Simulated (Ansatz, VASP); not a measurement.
Si7Ge: VASP beside Ansatz

```
Si Ge
1.0
     5.32270    0.00000    0.00000
     0.00000    5.32270    0.00000
     0.00000    0.00000    5.73214
Si Ge
7 1
Direct
  0.25260 0.25260 0.25260
  0.00000 0.50000 0.50000
  0.50000 0.50000 0.00000
  0.50000 0.00000 0.50000
  0.74740 0.25260 0.74740
  0.74740 0.74740 0.25260
  0.25260 0.74740 0.74740
  0.00000 0.00000 0.00000
```

Change from the starting cell: strain -0.025 along x and y, +0.050 along z, atoms carried along.

Alike in both runs: task single point; functional PBEsol; k mesh 6 × 6 × 6; occupations gaussian, width 0.03 eV; no spin polarisation.

|  | VASP | Ansatz |
| --- | --- | --- |
| version | VASP 6.6.1 | Ansatz 0.2.0 |
| potentials or method | VASP PAW PBE potentials, release 64 (Si, Ge_d), cutoff 520 eV | scalar-relativistic, plane waves, PAW |
| valence electrons in the cell | 42 | 42 |

Ansatz gave:

| Property | Result |
| --- | --- |
| gap on the k mesh at the Fermi level (eV) | none |
| pressure (GPa) | 0.0 |
| traceless stress, the component that is largest in VASP (GPa) | -5.09 |
| rms of the force components (eV/Å) | 0.010 |

Problem. What did VASP give for the same quantities?

Solution. gap on the k mesh at the Fermi level (eV): none; pressure (GPa): 0.1; traceless stress, the component that is largest in VASP (GPa): -5.09; rms of the force components (eV/Å): 0.009.

VASP's potentials were made for PBE, not for PBEsol. Atom by atom the forces differ by 0.003 eV/Å (rms over components). A gap of «none» marks a metal or a gap that the smearing closes. With one functional, cell and mesh, what is left measures potentials, basis and numerics.
